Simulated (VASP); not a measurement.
Input of a VASP 6.6.1 run:

Contents of POSCAR:

```
SiC
1.0
    3.0753562392      0.0000000000      0.0000000000
   -1.5376781196      2.6633366288      0.0000000000
    0.0000000000      0.0000000000      5.0985891719
Si C
2 2
Direct
    0.3333333333      0.6666666667      0.0000204990
    0.6666666667      0.3333333333      0.5000204990
    0.3333333333      0.6666666667      0.3749795010
    0.6666666667      0.3333333333      0.8749795010
```

The input INCAR.step1:

```
  PREC = Accurate
  ENCUT = 520
  ISMEAR = 0
  SIGMA = 0.01
  LREAL = False
  LASPH = True
  NELM = 100
  NBANDS = 16
  GGA = PE
  ALGO = Normal
  EDIFF = 1E-4
  LWAVE = True
  LCHARG = False
```

Contents of INCAR.step2:

```
  PREC = Accurate
  ENCUT = 520
  EDIFF = 1E-6
  ISMEAR = 0
  SIGMA = 0.01
  LREAL = False
  LASPH = True
  NELM = 100
  ALGO = Normal
  ISIF = 2
  LWAVE = False
  LCHARG = False
  METAGGA = R2SCAN
  LMIXTAU = True
  NBANDS = 16
  ISTART = 1
```

File KPOINTS:

```
Automatic mesh
0
Gamma
  12 12 6
```

Potentials or basis: VASP PAW PBE potentials, release 64 (Si, C).

Run with:

```bash
$ cat potpaw_PBE.64/Si/POTCAR potpaw_PBE.64/C/POTCAR > POTCAR
$ cp INCAR.step1 INCAR
$ mpirun -np 1 vasp_std > vasp.out
$ cp INCAR.step2 INCAR
$ mpirun -np 1 vasp_std > vasp.out
```

(1) What does it give for the band gap on the k mesh?

(2) What does it give for the pressure?

Answers

(1) 2.60 eV, indirect (least direct gap 4.54 eV).

(2) -2.4 GPa.

Caveat: the cell differs from its parent crystal (uniaxial z strain +1.0%); the PAW data sets were made with another functional, which shifts forces and pressure a little.
